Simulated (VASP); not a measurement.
Runs of VASP 6.6.1 on W. The structure is that of space group Fm-3m (No. 225), or close to it. The cells are those of the table. 

```tsv
cell	gap on the mesh (eV)	pressure (GPa)
a = 2.909 Å, angles 60.0°, 1 atom	none	(a)
a = 2.832 Å, angles 60.0°, 1 atom	none	-5.5
a = 2.871 Å, angles 60.0°, 1 atom	none	-16.3
a = 2.792 Å, angles 60.0°, 1 atom	none	(b)
a = 2.945 Å, angles 60.0°, 1 atom	none	-31.9
```

Alike in all rows: task single point; level LDA; potentials or basis VASP PAW LDA potentials, release 64 (W_sv); no spin polarisation; k mesh 12 × 12 × 12; cutoff (eV) 520; smearing fermi-dirac 0.15 eV.

Fill in the values left out.

(a) -25.0; (b) 7.9.

Caveats: spin-orbit coupling is left out, which moves the levels of the heavy elements.

A k mesh can miss the band edges, and the runs leave out spin-orbit coupling on W.

A gap of «none» marks levels without a gap at the run's occupations.
